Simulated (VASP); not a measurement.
# Ti (P6_3/mmc) in VASP: notebook, part 2 of 2

VASP 6.6.1.

## (5) Single point, PBE (19.13 Å³/atom)

This run uses another cell than the first one, of 19.13 Å³/atom.

INCAR reads:

```
PREC = Accurate ; ENCUT = 520
EDIFF = 1E-6 ; ISMEAR = 0
SIGMA = 0.1 ; LREAL = F
LASPH = T ; NELM = 100
ALGO = Fast ; ISIF = 2
LWAVE = F ; LCHARG = F
GGA = PE ; NBANDS = 19
```

KPOINTS reads:

```
Automatic mesh
0
Gamma
  18 18 10
```

POSCAR reads:

```
Ti
1.0
    3.0350937138      0.0000000000      0.0000000000
   -1.5175468569      2.6284682590      0.0000000000
    0.0000000000      0.0000000000      4.7953132515
Ti
2
Direct
    0.3333333333      0.6666666667      0.2500000000
    0.6666666667      0.3333333333      0.7500000000
```

Potentials or basis: VASP PAW PBE potentials, release 64 (Ti_sv).

Started as:

```sh
> cat potpaw_PBE.64/Ti_sv/POTCAR > POTCAR
> mpirun -np 1 vasp_std > vasp.out
```

OUTCAR:

```text
PREC = Accurate
   ENCUT = 520
   EDIFF = 1E-6
   ISMEAR = 0
   LREAL = F
   LASPH = T
   NELM = 100
   ISIF = 2
   GGA = PE

 ion  position               nearest neighbor table
   1  0.333  0.667  0.250-
   2  0.667  0.333  0.750-

  LATTYP: Found a hexagonal cell.
 ALAT       =     3.0350937138
 C/A-ratio  =     1.5799555808

  Lattice vectors:

 A1 = (   3.0350937138,   0.0000000000,   0.0000000000)
 A2 = (  -1.5175468569,   2.6284682590,   0.0000000000)
[... 191 lines left out ...]
      3     -26.1694      2.00000
      4     -25.6902      2.00000
      5     -25.6902      2.00000
      6     -25.6516      2.00000
[... 505 lines left out ...]
      6     -25.8095      2.00000
[... 11 lines left out ...]
     18      10.4284      0.00000
     19      11.0546      0.00000

 [... further k-points ...]
[... 5 lines left out ...]
  --------------------------------------------------------------------------------------
  -------------------------------------------------------------------------------------
  Total       -2.1702931     -2.1702931     -2.1819277      0.0000000     -0.0000000      0.0000000
  in kB      -90.8944049    -90.8944049    -91.3816731      0.0000000     -0.0000000      0.0000000
  external PRESSURE =     -91.0568277 kB  Pullay stress =       0.0000000 kB

 VOLUME and BASIS-vectors are now :
 -----------------------------------------------------------------------------
  energy-cutoff  :      520.00
  volume of cell :       38.26
      direct lattice vectors                 reciprocal lattice vectors
     3.035093714  0.000000000  0.000000000     0.329479118  0.190224857  0.000000000
    -1.517546857  2.628468259  0.000000000     0.000000000  0.380449715  0.000000000
     0.000000000  0.000000000  4.795313251     0.000000000  0.000000000  0.208536950

 POSITION                                       TOTAL-FORCE (eV/Angst)
 -----------------------------------------------------------------------------------
     -0.00000      1.75231      1.19883        -0.000000     -0.000000      0.000000
      1.51755      0.87616      3.59648         0.000000      0.000000      0.000000
 -----------------------------------------------------------------------------------
    total drift:                               -0.000000      0.000000     -0.000000

  FREE ENERGIE OF THE ION-ELECTRON SYSTEM (eV)
  ---------------------------------------------------
  free  energy   TOTEN  =       -15.5694433021 eV

  energy  without entropy=      -15.5585331416  energy(sigma->0) =      -15.56398822
```

stdout:

```text
POSCAR found type information on POSCAR Ti
 POSCAR found :  1 types and       2 ions
 scaLAPACK will be used
 LDA part: xc-table for (Slater+PW92), standard interpolation
 POSCAR, INCAR and KPOINTS ok, starting setup
 FFT: planning ... GRIDC
 FFT: planning ... GRID_SOFT
 FFT: planning ... GRID
 WAVECAR not read
 entering main loop
WARNING in EDDRMM: call to ZHEGV failed, returncode =   8  4      7
WARNING in EDDRMM: call to ZHEGV failed, returncode =   8  4      8
WARNING in EDDRMM: call to ZHEGV failed, returncode =   8  4      8
WARNING in EDDRMM: call to ZHEGV failed, returncode =   8  4      8
WARNING in EDDRMM: call to ZHEGV failed, returncode =   8  4      4
WARNING in EDDRMM: call to ZHEGV failed, returncode =   6  3      9
WARNING in EDDRMM: call to ZHEGV failed, returncode =   8  4      4
```

It took 4 min on 1 thread of Intel Xeon Platinum 8488C (Sapphire Rapids), shared host; peak memory 0.25 GiB.

Results:

```yaml
Free_energy: -15.5694 eV
Pressure: -9.1 GPa
Band_gap_on_the_k_mesh: zero (bands 12 and 13 overlap by 1.03 eV)
```

Levels at points of the mesh, in eV from the Fermi level:
```tsv
k point	band 8	band 9	band 10	band 11	band 12	band 13	band 14	band 15	band 16	band 17
(0.00, 0.00, 0.00)	-32.98	-5.98	-2.47	0.56	0.70	0.70	0.81	1.14	1.14	1.43
(0.50, 0.00, 0.00)	-33.03	-2.23	-1.91	-1.62	-0.71	0.44	0.55	1.04	2.93	3.13
(0.00, 0.00, 0.50)	-33.01	-4.24	-4.24	0.08	0.08	0.62	0.62	0.62	0.62	2.47
(0.50, 0.00, 0.50)	-33.09	-2.31	-2.31	-0.72	-0.72	1.09	1.09	1.53	1.53	3.05
```

Caveat: the cell stands under tension.

## (6) Single point, PBE (15.30 Å³/atom)

This run uses another cell than the first one, of 15.30 Å³/atom.

INCAR reads:

```
SYSTEM = Ti
PREC     = Accurate       ! precision mode
ENCUT    = 520            ! plane-wave cutoff, eV
EDIFF    = 1E-6           ! SCF threshold, eV
ISMEAR   = 0              ! smearing method
SIGMA    = 0.1            ! smearing width, eV
LREAL    = .False.        ! projectors in reciprocal space
LASPH    = .True.         ! aspherical terms in the spheres
NELM     = 60             ! most SCF steps
ALGO     = Normal         ! electronic algorithm
ISIF     = 2              ! what is computed and relaxed
LWAVE    = .False.        ! write WAVECAR
LCHARG   = .False.        ! write CHGCAR
GGA      = PE             ! functional
NBANDS   = 19             ! bands
```

KPOINTS reads:

```
regular mesh
0
Gamma
  18 18 10
  0 0 0
```

POSCAR reads:

```
Ti
1.0
    2.8130798469      0.0000000000      0.0000000000
   -1.4065399235      2.4361986103      0.0000000000
    0.0000000000      0.0000000000      4.4656744653
Ti
2
Direct
    0.3333333333      0.6666666667      0.2500000000
    0.6666666667      0.3333333333      0.7500000000
```

Potentials or basis: VASP PAW PBE potentials, release 64 (Ti_sv).

Started as:

```sh
> cat potpaw_PBE.64/Ti_sv/POTCAR > POTCAR
> mpirun -np 1 vasp_std > vasp.out
```

Wall time 75 s (1 thread of Intel Xeon Platinum 8488C (Sapphire Rapids), shared host); peak memory 0.23 GiB.

It converged, with:

* Free energy: -15.4732 eV
* Pressure: 17.4 GPa
* Band gap on the k mesh: zero (bands 12 and 13 overlap by 1.22 eV)

Levels at points of the mesh, in eV from the Fermi level:
```csv
k point,band 8,band 9,band 10,band 11,band 12,band 13,band 14,band 15,band 16,band 17
"(0.00, 0.00, 0.00)",-32.34,-6.49,-3.03,0.83,0.83,0.96,1.15,1.42,1.42,1.86
"(0.50, 0.00, 0.00)",-32.44,-2.57,-2.52,-2.21,-0.46,0.50,0.73,1.35,3.90,4.17
"(0.00, 0.00, 0.50)",-32.41,-4.46,-4.46,0.06,0.06,0.73,0.73,0.73,0.73,3.25
"(0.50, 0.00, 0.50)",-32.57,-2.91,-2.91,-1.00,-1.00,1.72,1.72,1.98,1.98,4.07
```

Caveat: the cell stands under pressure.

## (7) Summary

| cell | gap on the mesh (eV) | pressure (GPa) |
| --- | --- | --- |
| a = 2.950, b = 2.950, c = 4.680 Å, angles 90.0, 90.0, 120.0°, 2 atoms | none | -2.1 |
| a = 2.968, b = 2.968, c = 4.696 Å, angles 90.0, 90.0, 120.0°, 2 atoms | none | -3.7 |
| a = 2.998, b = 2.998, c = 4.736 Å, angles 90.0, 90.0, 120.0°, 2 atoms | none | -6.1 |
| a = 3.035, b = 3.035, c = 4.795 Å, angles 90.0, 90.0, 120.0°, 2 atoms | none | -9.1 |
| a = 2.813, b = 2.813, c = 4.466 Å, angles 90.0, 90.0, 120.0°, 2 atoms | none | 17.4 |

Alike in all rows: task single point; level PBE; potentials or basis VASP PAW PBE potentials, release 64 (Ti_sv); no spin polarisation; k mesh 18 × 18 × 10; cutoff (eV) 520; smearing gaussian 0.1 eV.

Caveats: the cell stands under tension (at least some runs); the cell stands under pressure (at least some runs).

Total energies depend on the potentials used, so only differences within one code and one set of settings carry meaning.
